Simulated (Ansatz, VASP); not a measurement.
Li2Nb: VASP beside Ansatz

The input INCAR:

```
PREC = Accurate ; ENCUT = 520
EDIFF = 1E-6 ; ISMEAR = -1
SIGMA = 0.05 ; LREAL = F
LASPH = T ; NELM = 60
ALGO = Normal ; ISIF = 2
LWAVE = F ; LCHARG = F
GGA = PE ; NBANDS = 16
```

Contents of KPOINTS:

```
regular mesh
0
Gamma
  11 11 5
```

The input POSCAR:

```
Li2Nb
1.0
    2.8175243272      0.0000000000      0.0000000000
   -1.4087621636      2.4400476376      0.0000000000
    0.0000000000      0.0000000000      5.6620800715
Li Nb
2 1
Direct
    0.0000000000      0.0000000000      0.1605760300
    0.0000000000      0.0000000000      0.8394239700
    0.0000000000      0.0000000000      0.5000000000
```

Contents of input.yaml:

```yaml
crystal:
  lattice:
    - [2.8175243272, 0.0, 0.0]
    - [-1.4087621636, 2.4400476376, 0.0]
    - [0.0, 0.0, 5.6620800715]
  atoms:
    - { symbol: Li, position: [0.0, 0.0, 0.16057603] }
    - { symbol: Li, position: [0.0, 0.0, 0.83942397] }
    - { symbol: Nb, position: [0.0, 0.0, 0.5] }
kpoints:
  mp_grid: { grid: [11, 11, 5] }
scf:
  occupations: { method: fermi_dirac, width: 0.05 }
hamiltonian:
  xc: pbe
  pseudopotentials: { kind: all_electron, lapw: { basis_error: 0.001 } }
output:
  forces: true
  stress: true
  eigenvalues: true
```

Change from the starting cell: volume scaled by 1.04.

Alike in both runs: task single point; functional PBE; k mesh 11 × 11 × 5; occupations fermi-dirac, width 0.05 eV; no spin polarisation.

|  | VASP | Ansatz |
| --- | --- | --- |
| version | VASP 6.6.1 | Ansatz 0.2.0 |
| potentials or method | VASP PAW PBE potentials, release 64 (Li_sv, Nb_sv), cutoff 520 eV | all-electron LAPW, scalar-relativistic |

```csv
,VASP,Ansatz,Ansatz less VASP
gap on the k mesh at the Fermi level (eV),none,none,-
rms of the force components (eV/Å),1.507,1.484,-0.0236
```

Atom by atom the forces differ by 0.024 eV/Å (rms over components). A gap of «none» marks a metal or a gap that the smearing closes. Ansatz ran all-electron here, and VASP with PAW potentials.

Noted on VASP's run: the cutoff is short for stress, so the pressure is rough.
